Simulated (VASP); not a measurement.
Wanted: the native input for a VASP 6.6.1 run.

| Property | Result |
| --- | --- |
| Task | single point |
| Functional | PBE |
| Potentials or basis | VASP PAW PBE potentials, release 64 (Li_sv, Mg, Si, Te) |
| Cutoff | 520 eV |
| k mesh | 6 × 6 × 6 |
| Occupations | gaussian, width 0.01 eV |
| Spin | no spin polarisation |
| Dipole correction | no |
| Further INCAR settings | ALGO = Normal; EDIFF = 1e-06; NBANDS = 28 |

The structure of Li2MgSiTe4 lies in POSCAR:

```
Li2MgSiTe4
1.0
   -3.2242272897      3.2242272897      6.0193684810
    3.2242272897     -3.2242272897      6.0193684810
    3.2242272897      3.2242272897     -6.0193684810
Li Mg Si Te
2 1 1 4
Direct
    0.0000000000      0.0000000000      0.0000000000
    0.7500000000      0.2500000000      0.5000000000
    0.2500000000      0.7500000000      0.5000000000
    0.5000000000      0.5000000000      0.0000000000
    0.1458469660      0.6050877122      0.9908999267
    0.3949122878      0.3858122145      0.5407592538
    0.6141877855      0.1549470393      0.0091000733
    0.8450529607      0.8541530340      0.4592407462
```

These files were run (other wordings do the same):

INCAR

```
  PREC = Accurate
  ENCUT = 520
  EDIFF = 1E-6
  ISMEAR = 0
  SIGMA = 0.01
  LREAL = F
  LASPH = T
  NELM = 60
  ALGO = Normal
  ISIF = 2
  LWAVE = F
  LCHARG = T
  GGA = PE
  LELF = T
  LVHAR = T
  NBANDS = 28
```

KPOINTS

```
Automatic mesh
0
Gamma
  6 6 6
```

Potentials or basis: VASP PAW PBE potentials, release 64 (Li_sv, Mg, Si, Te).

The run is started by

```bash
$ cat potpaw_PBE.64/Li_sv/POTCAR potpaw_PBE.64/Mg/POTCAR potpaw_PBE.64/Si/POTCAR potpaw_PBE.64/Te/POTCAR > POTCAR
$ mpirun -np 1 vasp_std > vasp.out
```

Results of the run:

- Largest force: 0.013 eV/Å
- Band gap on the k mesh: 1.74 eV (least direct gap 1.80 eV)

Caveat: spin-orbit coupling is left out, which moves the levels of the heavy elements.

Wall time 9.2 min on 1 thread of Oxide Virtual Turin-like Processor, on a shared host, peak memory 0.57 GiB.
